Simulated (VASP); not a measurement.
SnSe: electric field gradients with PBE

SnSe:

```
Sn Se
1.0
     0.00000    2.98470    2.98470
     2.98470    0.00000    2.98470
     2.98470    2.98470    0.00000
Sn Se
1 1
Cartesian
  0.0000 0.0000 0.0000
  2.9847 2.9847 2.9847
```

This cell differs from its parent crystal: volume scaled by 0.975.

```
Program                : VASP 6.6.1
Task                   : electric field gradients
Functional             : PBE
Potentials or basis    : VASP PAW PBE potentials, release 64 (Sn_d, Se)
Cutoff                 : 400 eV
k mesh                 : 7 × 7 × 7
Occupations            : fermi-dirac, width 0.01 eV
Spin                   : no spin polarisation
Dipole correction      : no
Further INCAR settings : ALGO = Normal; EDIFF = 1e-08; NBANDS = 17
```

```yaml
Pressure: 2.4 GPa
```

Levels at points of the mesh, in eV from the Fermi level:
| k point | band 7 | band 8 | band 9 | band 10 | band 11 | band 12 | band 13 | band 14 |
| --- | --- | --- | --- | --- | --- | --- | --- | --- |
| (0.00, 0.00, 0.00) | -5.14 | -2.42 | -2.42 | -2.42 | 4.25 | 4.25 | 4.25 | 5.68 |

Run time: 7.9 s on 1 thread of Intel(R) Xeon(R) 6975P-C (Granite Rapids) (shared host), peak memory 0.15 GiB.

Caveat: this odd mesh misses L, where the gap lies, so gap, dielectric constants and Born charges aren't listed; without QUAD_EFG the Cq values of the log hold for a quadrupole moment of 1 mb, not for the nuclei; spin-orbit coupling is left out, which moves the levels of the heavy elements.
